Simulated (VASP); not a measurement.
# SnO2 (R3m) in VASP: a series of runs

Runs on SnO2. Level: PBEsol. Tasks: single point.

Program: VASP 6.6.1. These are calculated values, not measurements. Logs are shortened: lines on timing, memory, paths and dates and some standing lists are left out, and cuts for length are marked.

### 1 The cell of the first run

The typed cell holds 12 atoms: a = 5.527 Å, b = 5.527 Å, c = 5.527 Å, α = 70.42°, β = 70.42°, γ = 70.42°.

### 2 Single point, PBEsol (12.09 Å³/atom)

Contents of INCAR:

```
SYSTEM = SnO2
PREC = Accurate
ENCUT = 520
EDIFF = 1E-7
ISMEAR = 0
SIGMA = 0.05
LREAL = .False.
LASPH = .True.
NELM = 80
ALGO = Normal
ISIF = 2
LWAVE = .False.
LCHARG = .False.
GGA = PS
NBANDS = 64
```

Contents of KPOINTS:

```
Automatic mesh
0
Gamma
  6 6 6
  0 0 0
```

Contents of POSCAR:

```
SnO2
1.0
    3.1865262334      1.8397417786      4.1235773810
   -3.1865262334      1.8397417786      4.1235773810
    0.0000000000     -3.6794835572      4.1235773811
Sn O
4 8
Direct
    0.8646807174      0.8646807174      0.8646807174
    0.3648245829      0.3648245829      0.8648190111
    0.3648245829      0.8648190111      0.3648245829
    0.8648190111      0.3648245829      0.3648245829
    0.1235003534      0.6233501671      0.6233501671
    0.6233501671      0.1235003534      0.6233501671
    0.6233501671      0.6233501671      0.1235003534
    0.6062113146      0.6062113146      0.6062113146
    0.1234715296      0.1234715296      0.1234715296
    0.1060883083      0.1060883083      0.6062369573
    0.1060883083      0.6062369573      0.1060883083
    0.6062369573      0.1060883083      0.1060883083
```

Potentials or basis: VASP PAW PBE potentials, release 64 (Sn_d, O).

Launch:

```console
> cat potpaw_PBE.64/Sn_d/POTCAR potpaw_PBE.64/O/POTCAR > POTCAR
> mpirun -np 1 vasp_std > vasp.out
```

OUTCAR:

```text
SYSTEM = SnO2
   PREC = Accurate
   ENCUT = 520
   EDIFF = 1E-7
   ISMEAR = 0
   LREAL = .False.
   LASPH = .True.
   NELM = 80
   ISIF = 2
   GGA = PS

 ion  position               nearest neighbor table
   1  0.865  0.865  0.865-  10 2.06  11 2.06  12 2.06   7 2.06   5 2.06   6 2.06   3 3.19   4 3.19
                             3 3.19   4 3.19   2 3.19   2 3.19
   2  0.365  0.365  0.865-   9 2.06  11 2.06  12 2.06   6 2.06   5 2.06   8 2.06   3 3.19   4 3.19
                             1 3.19   1 3.19   4 3.19   3 3.19
   3  0.365  0.865  0.365-   9 2.06  12 2.06  10 2.06   5 2.06   7 2.06   8 2.06   2 3.19   4 3.19
                             1 3.19   1 3.19   2 3.19   4 3.19
   4  0.865  0.365  0.365-   9 2.06  11 2.06  10 2.06   6 2.06   7 2.06   8 2.06   2 3.19   3 3.19
                             1 3.19   1 3.19   2 3.19   3 3.19
   5  0.124  0.623  0.623-   1 2.06   3 2.06   2 2.06
   6  0.623  0.124  0.623-   1 2.06   4 2.06   2 2.06
   7  0.623  0.623  0.124-   1 2.06   3 2.06   4 2.06
   8  0.606  0.606  0.606-   2 2.06   3 2.06   4 2.06
   9  0.123  0.123  0.123-   2 2.06   3 2.06   4 2.06
  10  0.106  0.106  0.606-   3 2.06   4 2.06   1 2.06
  11  0.106  0.606  0.106-   4 2.06   2 2.06   1 2.06
  12  0.606  0.106  0.106-   3 2.06   2 2.06   1 2.06

  LATTYP: Found a trigonal (rhomboedric) cell.
 ALAT       =     5.5265260033
 COS(alpha) =     0.3350935338

  Lattice vectors:

 A1 = (   3.1865262334,   1.8397417786,   4.1235773810)
 A2 = (  -3.1865262334,   1.8397417786,   4.1235773810)
 A3 = (   0.0000000000,  -3.6794835572,   4.1235773811)

Analysis of symmetry for initial positions (statically):
=====================================================================
 Subroutine PRICEL returns:
 Original cell was already a primitive cell.

 Routine SETGRP: Setting up the symmetry group for a
 trigonal (rhombohedral) supercell.

 Subroutine GETGRP returns: Found  6 space group operations
 (whereof  6 operations were pure point group operations)
 out of a pool of 12 trial point group operations.

The static configuration has the point symmetry C_3v.

Analysis of symmetry for dynamics (positions and initial velocities):
=====================================================================
 Subroutine PRICEL returns:
 Original cell was already a primitive cell.

 Routine SETGRP: Setting up the symmetry group for a
 trigonal (rhombohedral) supercell.

 Subroutine GETGRP returns: Found  6 space group operations
 (whereof  6 operations were pure point group operations)
 out of a pool of 12 trial point group operations.

The dynamic configuration has the point symmetry C_3v.

 Subroutine INISYM returns: Found  6 space group operations
 (whereof  6 operations are pure point group operations),
 and found     1 'primitive' translations

----------------------------------------------------------------------------------------

                                     Primitive cell

  volume of cell :     145.0440

  direct lattice vectors                    reciprocal lattice vectors
     3.186526233  1.839741779  4.123577381     0.156910681  0.090592424  0.080835959
    -3.186526233  1.839741779  4.123577381    -0.156910681  0.090592424  0.080835959
     0.000000000 -3.679483557  4.123577381     0.000000000 -0.181184847  0.080835959

  length of vectors
     5.526526003  5.526526003  5.526526003     0.198399600  0.198399600  0.198399600

  position of ions in fractional coordinates (direct lattice)
     0.864680717  0.864680717  0.864680717
     0.364824583  0.364824583  0.864819011
     0.364824583  0.864819011  0.364824583
     0.864819011  0.364824583  0.364824583
     0.123500353  0.623350167  0.623350167
     0.623350167  0.123500353  0.623350167
     0.623350167  0.623350167  0.123500353
     0.606211315  0.606211315  0.606211315
     0.123471530  0.123471530  0.123471530
     0.106088308  0.106088308  0.606236957
     0.106088308  0.606236957  0.106088308
     0.606236957  0.106088308  0.106088308

  ion indices of the primitive-cell ions
   primitive index   ion index
                 1           1
                 2           2
                 3           3
                 4           4
                 5           5
                 6           6
                 7           7
                 8           8
                 9           9
                10          10
                11          11
                12          12

----------------------------------------------------------------------------------------

 KPOINTS: Automatic mesh

Automatic generation of k-mesh.
 Grid dimensions read from file:
 generate k-points for:    6    6    6

 Generating k-lattice:

  Cartesian coordinates                     Fractional coordinates (reciprocal lattice)
     0.026151780  0.015098737  0.013472660     0.166666667 -0.000000000 -0.000000000
    -0.026151780  0.015098737  0.013472660    -0.000000000  0.166666667 -0.000000000
     0.000000000 -0.030197475  0.013472660    -0.000000000 -0.000000000  0.166666667

  Length of vectors
     0.033066600  0.033066600  0.033066600

  Shift w.r.t. Gamma in fractional coordinates (k-lattice)
     0.000000000  0.000000000  0.000000000

 Subroutine IBZKPT returns following result:
 ===========================================

 Found     32 irreducible k-points:

 Following reciprocal coordinates:
            Coordinates               Weight
  0.000000  0.000000  0.000000      1.000000
  0.166667 -0.000000 -0.000000      6.000000
  0.333333  0.000000  0.000000      6.000000
  0.500000  0.000000 -0.000000      3.000000
  0.166667  0.166667 -0.000000      6.000000
  0.333333  0.166667 -0.000000     12.000000
[... 16 lines left out ...]
  0.500000  0.500000  0.166667      6.000000
 -0.333333  0.500000  0.166667     12.000000
 [... further k-points ...]
   k-points           NKPTS =     32   k-points in BZ     NKDIM =     32   number of bands    NBANDS=     64
   number of dos      NEDOS =    301   number of ions     NIONS =     12
   total plane-waves  NPLWV =  74088
   dimension x,y,z NGX =    42 NGY =   42 NGZ =   42
   dimension x,y,z NGXF=    84 NGYF=   84 NGZF=   84
   ions per type =               4   8
   NGX,Y,Z   is equivalent  to a cutoff of  12.63, 12.63, 12.63 a.u.
   NGXF,Y,Z  is equivalent  to a cutoff of  25.27, 25.27, 25.27 a.u.
 SYSTEM =  SnO2
   PREC   = accura    normal or accurate (medium, high low for compatibility)
   ISTART =      0    job   : 0-new  1-cont  2-samecut
   ICHARG =      2    charge: 1-file 2-atom 10-const
   ISPIN  =      1    spin polarized calculation?
   LNONCOLLINEAR =      F non collinear calculations
   LSORBIT =      F    spin-orbit coupling
   LASPH  =      T    aspherical Exc in radial PAW
   ENCUT  =  520.0 eV  38.22 Ry    6.18 a.u.  10.28 10.28 10.28*2*pi/ulx,y,z
   NELM   =     80;   NELMIN=  2; NELMDL= -5     # of ELM steps
   EDIFF  = 0.1E-06   stopping-criterion for ELM
   LREAL  =      F    real-space projection
   EDIFFG = 0.1E-05   stopping-criterion for IOM
   NSW    =      0    number of steps for IOM
   IBRION =     -1    ionic relax: 0-MD 1-quasi-New 2-CG
   NFREE  =      0    steps in history (QN), initial steepest desc. (CG)
   ISIF   =      2    stress and relaxation
   ISYM   =      2    0-nonsym 1-usesym 2-fastsym
   POTIM  = 0.5000    time-step for ionic-motion
   TEBEG  =    0.0;   TEEND  =   0.0 temperature during run
   PSTRESS=    0.0 pullay stress
   NELECT =     104.0000    total number of electrons
   NUPDOWN=      -1.0000    fix difference up-down
   EMIN   =  10.00;   EMAX   =-10.00  energy-range for DOS
   EFERMI =   0.00;   METHOD = LEGACY
   ISMEAR =     0;   SIGMA  =   0.05  broadening in eV -4-tet -1-fermi 0-gaus
   EFERMI_NEDOS =   21; number of points for ismear=-14 and -15
   IALGO  =     38    algorithm
   IMIX   =      4    mixing-type and parameters
     AMIX     =   0.40;   BMIX     =  1.00
     AMIX_MAG =   1.60;   BMIX_MAG =  1.00
  volume/ion in A,a.u.               =      12.09        81.57
  Fermi-wavevector in a.u.,A,eV,Ry     =   1.465276  2.768970 29.212157  2.147033
  Thomas-Fermi vector in A             =   2.581152
   LORBIT       =      0    0 simple, 1 ext, 2 COOP (PROOUT), +10 PAW based schemes
   GGA     = PS    functional components
   LHFCALC =     F    Hartree Fock is set to
   AEXX    =    0.0000 exact exchange contribution
   IVDW    =     0    specifies the selected vdW correction
   LEPSILON=     F    determine dielectric tensor
   LRPA    =     F    only Hartree local field effects (RPA)
 non-spin polarized calculation
 Gauss-broadening in eV      SIGMA  =   0.05
  energy-cutoff  :      520.00
  volume of cell :      145.04
 maximum number of plane-waves:      3930
 NGX is ok and might be reduce to    42
   NGX = 21   NGY = 21   NGZ = 21

 number of electron     103.9999976 magnetization

 Free energy of the ion-electron system (eV)
  ---------------------------------------------------
  ext. energy  EPLUGINS =         0.00000000
  ---------------------------------------------------
  free energy    TOTEN  =       -76.85700347 eV

  energy without entropy =      -76.85700347  energy(sigma->0) =      -76.85700347

 E-fermi :   5.8012     XC(G=0): -11.3639

 val. band max:        5.5570587788   @ k =   0.0000   0.0000   0.0000
 cond. band min:       7.5392585470   @ k =   0.0000   0.0000   0.0000
 fundamental gap:      1.9821997682
 Fermi energy:         5.8012316254

 k-point     1 :       0.0000    0.0000    0.0000
  band No.  band energies     occupation
      1     -15.3014      2.00000
      2     -15.3014      2.00000
      3     -15.3014      2.00000
      4     -14.7631      2.00000
      5     -14.2457      2.00000
      6     -14.2457      2.00000
[... 1597 lines left out ...]
     63      15.5130      0.00000
     64      15.7950      0.00000

 [... further k-points ...]

------------------------ aborting loop because EDIFF is reached ----------------------------------------

  FORCE on cell =-STRESS in cart. coord.  units (eV):
  Direction    XX          YY          ZZ          XY          YZ          ZX
  --------------------------------------------------------------------------------------
  -------------------------------------------------------------------------------------
  Total       12.7505654     12.7505654      9.1623901      0.0000000     -0.0000000      0.0000000
  in kB      140.8446185    140.8446185    101.2091073      0.0000000     -0.0000000      0.0000000
  external PRESSURE =     127.6327815 kB  Pullay stress =       0.0000000 kB

 VOLUME and BASIS-vectors are now :
 -----------------------------------------------------------------------------
  energy-cutoff  :      520.00
  volume of cell :      145.04
      direct lattice vectors                 reciprocal lattice vectors
     3.186526233  1.839741779  4.123577381     0.156910681  0.090592424  0.080835959
    -3.186526233  1.839741779  4.123577381    -0.156910681  0.090592424  0.080835959
     0.000000000 -3.679483557  4.123577381     0.000000000 -0.181184847  0.080835959

 POSITION                                       TOTAL-FORCE (eV/Angst)
 -----------------------------------------------------------------------------------
      0.00000      0.00000     10.69673         0.000000     -0.000000     -0.000794
      0.00000     -1.83972      6.57491         0.000000     -0.000882      0.000359
     -1.59325      0.91986      6.57491        -0.000763      0.000441      0.000359
      1.59325      0.91986      6.57491         0.000763      0.000441      0.000359
     -1.59278     -0.91959      5.65013        -0.000271     -0.000156     -1.095367
      1.59278     -0.91959      5.65013         0.000271     -0.000156     -1.095367
      0.00000      1.83919      5.65013         0.000000      0.000313     -1.095367
      0.00000      0.00000      7.49928         0.000000      0.000000      1.094690
      0.00000      0.00000      1.52743         0.000000      0.000000     -1.096269
      0.00000     -1.84029      3.37479         0.000000      0.000251      1.095799
     -1.59374      0.92014      3.37479         0.000217     -0.000125      1.095799
      1.59374      0.92014      3.37479        -0.000217     -0.000125      1.095799
 -----------------------------------------------------------------------------------
    total drift:                                0.000000      0.000001     -0.002079

  FREE ENERGIE OF THE ION-ELECTRON SYSTEM (eV)
  ---------------------------------------------------
  free  energy   TOTEN  =       -76.8570034682 eV

  energy  without entropy=      -76.8570034682  energy(sigma->0) =      -76.85700347
```

It took 5.1 min on 1 thread of Intel Xeon Platinum 8488C (Sapphire Rapids), shared host; peak memory 0.37 GiB.

Results:

* Free energy: -76.8570 eV
* Pressure: 12.8 GPa
* Largest force: 1.096 eV/Å
* Band gap on the k mesh: 1.98 eV

Forces in eV/Å, atoms in the order of the input:
```
Sn   0.000  0.000 -0.001
Sn   0.000 -0.001  0.000
Sn  -0.001  0.000  0.000
Sn   0.001  0.000  0.000
O    0.000  0.000 -1.095
O    0.000  0.000 -1.095
O    0.000  0.000 -1.095
O    0.000  0.000  1.095
O    0.000  0.000 -1.096
O    0.000  0.000  1.096
O    0.000  0.000  1.096
O    0.000  0.000  1.096
```

Caveat: the cell stands under pressure; the PAW data sets were made with another functional, which shifts forces and pressure a little; spin-orbit coupling is left out, which moves the levels of the heavy elements.

### 3 Single point, PBEsol (12.09 Å³/atom)

Contents of INCAR:

```
PREC = Accurate
ENCUT = 520
EDIFF = 1E-6
ISMEAR = 0
SIGMA = 0.05
LREAL = F
LASPH = T
NELM = 80
ALGO = Normal
ISIF = 2
LWAVE = F
LCHARG = F
GGA = PS
NBANDS = 64
```

Contents of KPOINTS:

```
regular mesh
0
Gamma
  6 6 6
```

POSCAR, as its differences from that of step 2:

```diff
@@ -2,5 +2,5 @@
 1.0
-    3.1865262334      1.8397417786      4.1235773810
-   -3.1865262334      1.8397417786      4.1235773810
-    0.0000000000     -3.6794835572      4.1235773811
+    3.0602223060      1.7668201722      4.4709847890
+   -3.0602223060      1.7668201722      4.4709847890
+    0.0000000000     -3.5336403442      4.4709847890
 Sn O
```

Potentials or basis: VASP PAW PBE potentials, release 64 (Sn_d, O).

Launch:

```console
> cat potpaw_PBE.64/Sn_d/POTCAR potpaw_PBE.64/O/POTCAR > POTCAR
> mpirun -np 1 vasp_std > vasp.out
```

OUTCAR:

```text
PREC = Accurate
   ENCUT = 520
   EDIFF = 1E-6
   ISMEAR = 0
   LREAL = F
   LASPH = T
   NELM = 80
   ISIF = 2
   GGA = PS

 ion  position               nearest neighbor table
   1  0.865  0.865  0.865-   5 2.03   6 2.03   7 2.03  11 2.03  12 2.03  10 2.03   3 3.06   4 3.06
                             3 3.06   4 3.06   2 3.06   2 3.06
   2  0.365  0.365  0.865-  11 2.03  12 2.03   9 2.03   8 2.03   5 2.03   6 2.03   3 3.06   4 3.06
                             1 3.06   1 3.06   4 3.06   3 3.06
   3  0.365  0.865  0.365-  10 2.03  12 2.03   9 2.03   8 2.03   7 2.03   5 2.03   2 3.06   4 3.06
[... 1842 lines left out ...]

 VOLUME and BASIS-vectors are now :
 -----------------------------------------------------------------------------
  energy-cutoff  :      520.00
  volume of cell :      145.04
      direct lattice vectors                 reciprocal lattice vectors
     3.060222306  1.766820172  4.470984789     0.163386823  0.094331426  0.074554790
    -3.060222306  1.766820172  4.470984789    -0.163386823  0.094331426  0.074554790
     0.000000000 -3.533640344  4.470984789     0.000000000 -0.188662852  0.074554790

 POSITION                                       TOTAL-FORCE (eV/Angst)
 -----------------------------------------------------------------------------------
      0.00000      0.00000     11.59792        -0.000000     -0.000000     -0.000273
      0.00000     -1.76680      7.12884        -0.000000      0.001337      0.000210
     -1.53009      0.88340      7.12884         0.001158     -0.000669      0.000210
      1.53009      0.88340      7.12884        -0.001158     -0.000669      0.000210
     -1.52965     -0.88314      6.12615         0.000663      0.000383     -1.089649
      1.52965     -0.88314      6.12615        -0.000663      0.000383     -1.089649
      0.00000      1.76629      6.12615        -0.000000     -0.000766     -1.089649
      0.00000      0.00000      8.13108        -0.000000      0.000000      1.087377
      0.00000      0.00000      1.65612        -0.000000     -0.000000     -1.093560
      0.00000     -1.76735      3.65911        -0.000000     -0.000822      1.091590
     -1.53057      0.88367      3.65911        -0.000712      0.000411      1.091590
      1.53057      0.88367      3.65911         0.000712      0.000411      1.091590
 -----------------------------------------------------------------------------------
    total drift:                                0.000000      0.000001      0.000262

  FREE ENERGIE OF THE ION-ELECTRON SYSTEM (eV)
  ---------------------------------------------------
  free  energy   TOTEN  =       -76.0502016076 eV

  energy  without entropy=      -76.0502016076  energy(sigma->0) =      -76.05020161
```

stdout:

```text
POSCAR found type information on POSCAR SnO
 POSCAR found :  2 types and      12 ions
 scaLAPACK will be used
 -----------------------------------------------------------------------------
|                                                                             |
|                                                                             |
|     You enforced a specific xc type in the INCAR file but a different       |
|     I HOPE YOU KNOW WHAT YOU ARE DOING!                                     |
|                                                                             |
 -----------------------------------------------------------------------------

 LDA part: xc-table for (Slater+PW92), standard interpolation
 POSCAR, INCAR and KPOINTS ok, starting setup
 FFT: planning ... GRIDC
 FFT: planning ... GRID_SOFT
 FFT: planning ... GRID
 WAVECAR not read
 entering main loop
```

Wall time 4.3 min (1 thread of Intel Xeon Platinum 8488C (Sapphire Rapids), shared host); peak memory 0.38 GiB.

Results:

```
Free energy            : -76.0502 eV
Pressure               : 23.4 GPa
Largest force          : 1.094 eV/Å
Band gap on the k mesh : 2.80 eV
```

Forces on the atoms (eV/Å):
```
Sn   0.000  0.000  0.000
Sn   0.000  0.001  0.000
Sn   0.001 -0.001  0.000
Sn  -0.001 -0.001  0.000
O    0.001  0.000 -1.090
O   -0.001  0.000 -1.090
O    0.000 -0.001 -1.090
O    0.000  0.000  1.087
O    0.000  0.000 -1.094
O    0.000 -0.001  1.092
O   -0.001  0.000  1.092
O    0.001  0.000  1.092
```

Caveat: the cell stands under pressure; the PAW data sets were made with another functional, which shifts forces and pressure a little; spin-orbit coupling is left out, which moves the levels of the heavy elements.

(Continued in part 2 of 2.)
